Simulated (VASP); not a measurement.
# Se (Pm-3m) in VASP: notebook, part 2 of 2

VASP 6.6.1. The steps go on from the part before.

## Step 5: Single point, LDA

The input, INCAR:

```
SYSTEM = Se
PREC = Accurate ; ENCUT = 520
EDIFF = 1E-6 ; ISMEAR = -1
SIGMA = 0.08 ; LREAL = .False.
LASPH = .True. ; NELM = 100
ALGO = Normal ; ISIF = 2
LWAVE = .False. ; LCHARG = .True.
LELF = .True. ; LVHAR = .True.
NBANDS = 9
```

The input, KPOINTS:

```
Automatic mesh
0
Gamma
  16 16 16
  0.5 0.5 0.5
```

The input, POSCAR:

```
Se
1.0
    2.7692252750      0.0000000000      0.0000000000
    0.0000000000      2.7692252750      0.0000000000
    0.0000000000      0.0000000000      2.7692252750
Se
1
Direct
    0.0000000000      0.0000000000      0.0000000000
```

Potentials or basis: VASP PAW LDA potentials, release 64 (Se).

On the command line:

```console
$ cat potpaw_LDA.64/Se/POTCAR > POTCAR
$ mpirun -np 1 vasp_std > vasp.out
```

OUTCAR:

```text
SYSTEM = Se
   PREC = Accurate
   ENCUT = 520
   EDIFF = 1E-6
   ISMEAR = -1
   LREAL = .False.
   LASPH = .True.
   NELM = 100
   ISIF = 2

 ion  position               nearest neighbor table
   1  0.000  0.000  0.000-

  LATTYP: Found a simple cubic cell.
 ALAT       =     2.7692252750

  Lattice vectors:

 A1 = (   2.7692252750,   0.0000000000,   0.0000000000)
 A2 = (   0.0000000000,   2.7692252750,   0.0000000000)
 A3 = (   0.0000000000,   0.0000000000,   2.7692252750)

Analysis of symmetry for initial positions (statically):
[... 457 lines left out ...]
      2       0.2767      2.00000
      3       3.8172      2.00000
      4       8.4892      0.00000
      5      13.6585      0.00000
      6      16.3193      0.00000
      7      20.4791      0.00000
      8      21.3977      0.00000
      9      22.9382      0.00000

 [... further k-points ...]
[... 5 lines left out ...]
  --------------------------------------------------------------------------------------
  -------------------------------------------------------------------------------------
  Total        0.0299808      0.0299808      0.0299808     -0.0000000     -0.0000000      0.0000000
  in kB        2.2619284      2.2619284      2.2619284     -0.0000000     -0.0000000      0.0000000
  external PRESSURE =       2.2619284 kB  Pullay stress =       0.0000000 kB

 VOLUME and BASIS-vectors are now :
 -----------------------------------------------------------------------------
  energy-cutoff  :      520.00
  volume of cell :       21.24
      direct lattice vectors                 reciprocal lattice vectors
     2.769225275  0.000000000  0.000000000     0.361111828  0.000000000  0.000000000
     0.000000000  2.769225275  0.000000000     0.000000000  0.361111828  0.000000000
     0.000000000  0.000000000  2.769225275     0.000000000  0.000000000  0.361111828

 POSITION                                       TOTAL-FORCE (eV/Angst)
 -----------------------------------------------------------------------------------
      0.00000      0.00000      0.00000         0.000000      0.000000      0.000000
 -----------------------------------------------------------------------------------
    total drift:                                0.000000      0.000000      0.000000

  FREE ENERGIE OF THE ION-ELECTRON SYSTEM (eV)
  ---------------------------------------------------
  free  energy   TOTEN  =        -4.0852051473 eV

  energy  without entropy=       -4.0750364410  energy(sigma->0) =       -4.08012079
```

OSZICAR:

```text
N       E                     dE             d eps       ncg     rms          rms(c)
DAV:   1     0.882118423866E+01    0.88212E+01   -0.27945E+03  2176   0.558E+02
DAV:   2    -0.376759664421E+01   -0.12589E+02   -0.11963E+02  2915   0.781E+01
DAV:   3    -0.408638168963E+01   -0.31879E+00   -0.31693E+00  2526   0.111E+01
DAV:   4    -0.408710398284E+01   -0.72229E-03   -0.72221E-03  3067   0.613E-01
DAV:   5    -0.408710456203E+01   -0.57920E-06   -0.57920E-06  2572   0.138E-02    0.445E+00
DAV:   6    -0.408591032140E+01    0.11942E-02   -0.26305E-04  2656   0.114E-01    0.266E+00
DAV:   7    -0.408520348067E+01    0.70684E-03   -0.58155E-04  2341   0.171E-01    0.360E-02
DAV:   8    -0.408520440858E+01   -0.92791E-06   -0.16312E-05  2548   0.235E-02    0.947E-03
DAV:   9    -0.408520514733E+01   -0.73875E-06   -0.10087E-06  2274   0.573E-03
   1 F= -.40852051E+01 E0= -.40801208E+01  d E =-.101687E-01
```

It took 5.3 s on 1 thread of Intel Xeon 6975P-C (Granite Rapids), shared host; peak memory 0.13 GiB.

What came out:

| Item | Value |
| --- | --- |
| Free energy | -4.0852 eV |
| Pressure | 0.2 GPa |
| Band gap on the k mesh | zero (band 3 reaches 8.37 eV, above the bottom of band 4 at 2.01 eV) |

## Step 6: Relaxation of cell and atoms, LDA

This run uses another cell than the first one, of 22.68 Å³/atom, 1.068 times its volume.

The input, INCAR:

```
PREC     = Accurate       # precision mode
ENCUT    = 600            # plane-wave cutoff, eV
EDIFF    = 1E-6           # SCF threshold, eV
ISMEAR   = -1             # smearing method
SIGMA    = 0.08           # smearing width, eV
LREAL    = False          # projectors in reciprocal space
LASPH    = True           # aspherical terms in the spheres
NELM     = 60             # most SCF steps
ALGO     = Normal         # electronic algorithm
ISIF     = 3              # what is computed and relaxed
LWAVE    = False          # write WAVECAR
LCHARG   = False          # write CHGCAR
GGA      = CA             # functional
IBRION   = 2              # ionic algorithm
NSW      = 60             # ionic steps
EDIFFG   = -0.005         # ionic threshold
```

The input, KPOINTS:

```
regular mesh
0
Gamma
  13 13 13
```

The input, POSCAR:

```
Se
1.0
    2.8306163882      0.0000000000      0.0000000000
    0.0000000000      2.8306163882      0.0000000000
    0.0000000000      0.0000000000      2.8306163882
Se
1
Direct
    0.0000000000      0.0000000000      0.0000000000
```

Potentials or basis: VASP PAW LDA potentials, release 64 (Se).

On the command line:

```console
$ cat potpaw_LDA.64/Se/POTCAR > POTCAR
$ mpirun -np 1 vasp_std > vasp.out
```

Wall time 6.5 s (1 thread of Intel Xeon 6975P-C (Granite Rapids), shared host); peak memory 0.14 GiB.

It converged, with:

| Quantity | Value |
| --- | --- |
| Free energy | -4.0872 eV |
| Relaxed volume | 21.27 Å³/atom |
| Relaxed cell | a = 2.771 Å, b = 2.771 Å, c = 2.771 Å, α = 90.00°, β = 90.00°, γ = 90.00° |
| Space group after relaxing (to 0.05 Å) | Pm-3m (No. 221) |
| Energy gained by relaxing | 22.3 meV/atom |
| Ionic steps | 3 |
| Pressure after relaxing | 0.0 GPa |
| Band gap on the k mesh | zero (band 3 reaches 8.49 eV, above the bottom of band 4 at 2.01 eV) |

Step by step:
```
step  energy change (eV)  largest force (eV/Å)  pressure (GPa)  volume (Å³)
   1              0.0000                0.0000           -4.79        22.68
   2             -0.0148                0.0000            3.34        20.53
   3             -0.0223                0.0000           -0.02        21.27
```

Final structure:
```yaml
crystal:
  lattice:
    - [2.77090, 0.00000, 0.00000]
    - [0.00000, 2.77090, 0.00000]
    - [0.00000, 0.00000, 2.77090]
  atoms:
    - { symbol: Se, position: [0.00000, 0.00000, 0.00000] }
```

Levels at points of the mesh, in eV from the Fermi level:
```
           k point  band 1  band 2  band 3  band 4  band 5  band 6  band 7
(0.00, 0.00, 0.00)  -16.62    1.44    1.44    1.44    7.67    7.67    7.94
```

## Step 7: Summary

```csv
task,cell,k mesh,cutoff (eV),gap on the mesh (eV),pressure (GPa)
single point,"a = 2.769 Å, 1 atom",13 × 13 × 13,520,none,0.1
single point,"a = 2.769 Å, 1 atom","16 × 16 × 16, shifted",520,none,0.2
relaxation of cell and atoms,"relaxed from a = 2.831 Å, 1 atom",13 × 13 × 13,600,none,0.0
```

Alike in all rows: level LDA; potentials or basis VASP PAW LDA potentials, release 64 (Se); no spin polarisation; smearing fermi-dirac 0.08 eV.

Total energies depend on the potentials used, so only differences within one code and one set of settings carry meaning.
